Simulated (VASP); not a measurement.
CdF2:

```
CELL_PARAMETERS angstrom
0.00000 2.61523 2.61523
2.61523 0.00000 2.61523
2.61523 2.61523 0.00000
ATOMIC_POSITIONS crystal
Cd 0.00000 0.00000 0.00000
F 0.25000 0.25000 0.25000
F 0.75000 0.75000 0.75000
```

This cell differs from its parent crystal: strained.

Base run:

- Program: VASP 6.6.1
- Functional: PBEsol
- Potentials or basis: VASP PAW PBE potentials, release 64 (Cd_sv_GW, F)
- Cutoff: 600 eV
- k mesh: 8 × 8 × 8
- Occupations: gaussian, width 0.02 eV
- Spin: no spin polarisation

Its results: band gap on the k mesh 3.23 eV, indirect (least direct gap 3.59 eV); pressure 10.9 GPa.

Question: The run is repeated on the same cell with these changes: potentials or basis from VASP PAW PBE potentials, release 64 (Cd_sv_GW, F) to VASP PAW PBE potentials, release 64 (Cd, F); cutoff from 600 eV to 520 eV; further incar settings from ALGO = Normal; EDIFF = 1e-06; NBANDS = 24 to ALGO = Normal; EDIFF = 1e-06; NBANDS = 20; valence electrons from 34 to 26. What comes out?

Answer: Band gap on the k mesh 3.21 eV, indirect (least direct gap 3.57 eV); pressure 12.9 GPa.

Caveats: the PAW data sets were made with another functional, which shifts forces and pressure a little.

A k mesh can miss the band edges.
